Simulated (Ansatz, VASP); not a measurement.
**One calculation of CuI, two programs**

INCAR

```
PREC     = Accurate       # precision mode
ENCUT    = 600            # plane-wave cutoff, eV
EDIFF    = 1E-7           # SCF threshold, eV
ISMEAR   = 0              # smearing method
SIGMA    = 0.01           # smearing width, eV
LREAL    = F              # projectors in reciprocal space
LASPH    = T              # aspherical terms in the spheres
NELM     = 60             # most SCF steps
ALGO     = Normal         # electronic algorithm
ISIF     = 3              # what is computed and relaxed
LWAVE    = F              # write WAVECAR
LCHARG   = F              # write CHGCAR
GGA      = PS             # functional
IVDW     = 12             # dispersion correction
IBRION   = 2              # ionic algorithm
NSW      = 60             # ionic steps
EDIFFG   = -0.01          # ionic threshold
```

File KPOINTS:

```
Automatic mesh
0
Gamma
  6 6 4
```

Contents of POSCAR:

```
CuI
1.0
    4.0229000000      0.0000000000      0.0000000000
    0.0000000000      4.0229000000      0.0000000000
    0.0000000000      0.0000000000      5.6506000000
Cu I
2 2
Direct
    0.0000000000      0.0000000000      0.0000000000
    0.5000000000      0.5000000000      0.0000000000
    0.0000000000      0.5000000000      0.2913000000
    0.5000000000      0.0000000000      0.7087000000
```

Input for Ansatz:

```yaml
crystal:
  lattice:
    - [4.0229, 0.0, 0.0]
    - [0.0, 4.0229, 0.0]
    - [0.0, 0.0, 5.6506]
  atoms:
    - { symbol: Cu, position: [0.0, 0.0, 0.0] }
    - { symbol: Cu, position: [0.5, 0.5, 0.0] }
    - { symbol: I, position: [0.0, 0.5, 0.2913] }
    - { symbol: I, position: [0.5, 0.0, 0.7087000000000001] }
kpoints:
  mp_grid:
    grid: [6, 6, 4]
hamiltonian:
  xc: pbesol
  dispersion: d3bj
scf:
  occupations:
    method: fixed
relax:
  max_steps: 40
  cell: {}
```

Alike in both runs: task relaxation of cell and atoms; functional PBEsol; dispersion D3(BJ); k mesh 6 × 6 × 4; no spin polarisation.

```csv
,VASP,Ansatz
version,VASP 6.6.1,Ansatz 0.2.0
potentials or method,"VASP PAW PBE potentials, release 64 (Cu, I)","plane waves, PAW"
plane-wave cutoff (eV),600,420
occupations,"gaussian, width 0.01 eV",fixed
valence electrons in the cell,36,72
```

```csv
,VASP,Ansatz,Ansatz less VASP
relaxed volume (Å³/atom),23.19,23.14,-0.053
relaxed cell length with the largest relative difference (Å),3.943,3.935,-0.0076
```

VASP's potentials were made for PBE, not for PBEsol. VASP's potentials hold 36 valence electrons a cell and Ansatz's 72, so a difference there can come from the potentials and not from the codes.

Spin-orbit coupling is off throughout.
